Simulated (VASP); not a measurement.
Write the native input for VASP 6.6.1 that does the following.

```yaml
Task: single point
Functional: PBE
Potentials_or_basis: VASP PAW PBE potentials, release 64 (Al, Cu)
Cutoff: 520 eV
k_mesh: 10 × 10 × 10
Occupations: gaussian, width 0.15 eV
Spin: no spin polarisation
Dipole_correction: no
Further_INCAR_settings: ALGO = Fast; EDIFF = 1e-07; NBANDS = 26
```

The structure of Al2Cu lies in POSCAR:

```
Al2Cu
1.0
   -2.9051000000      2.9051000000      2.3192000000
    2.9051000000     -2.9051000000      2.3192000000
    2.9051000000      2.9051000000     -2.3192000000
Al Cu
4 2
Direct
    0.1587211657      0.6587211657      0.8174423314
    0.6587211657      0.8412788343      0.5000000000
    0.8412788343      0.3412788343      0.1825576686
    0.3412788343      0.1587211657      0.5000000000
    0.7500000000      0.7500000000      0.0000000000
    0.2500000000      0.2500000000      0.0000000000
```

One way to write it, as run:

INCAR

```
PREC     = Accurate       # precision mode
ENCUT    = 520            # plane-wave cutoff, eV
EDIFF    = 1E-7           # SCF threshold, eV
ISMEAR   = 0              # smearing method
SIGMA    = 0.15           # smearing width, eV
LREAL    = False          # projectors in reciprocal space
LASPH    = True           # aspherical terms in the spheres
NELM     = 100            # most SCF steps
ALGO     = Fast           # electronic algorithm
ISIF     = 2              # what is computed and relaxed
LWAVE    = False          # write WAVECAR
LCHARG   = True           # write CHGCAR
GGA      = PE             # functional
LELF     = True           # ELF
LVHAR    = True         
NBANDS   = 26             # bands
```

KPOINTS

```
Automatic mesh
0
Gamma
  10 10 10
```

Potentials or basis: VASP PAW PBE potentials, release 64 (Al, Cu).

Command:

```bash
$ cat potpaw_PBE.64/Al/POTCAR potpaw_PBE.64/Cu/POTCAR > POTCAR
$ mpirun -np 1 vasp_std > vasp.out
```

Results of the run:

| Quantity | Value |
| --- | --- |
| Pressure | 18.1 GPa |
| Largest force | 0.152 eV/Å |
| Band gap on the k mesh | zero (bands 17 and 18 overlap by 4.83 eV) |

Caveat: the cell stands under pressure.

It took 2.3 min on 1 thread of Intel(R) Xeon(R) 6975P-C (Granite Rapids), on a shared host, peak memory 0.32 GiB.
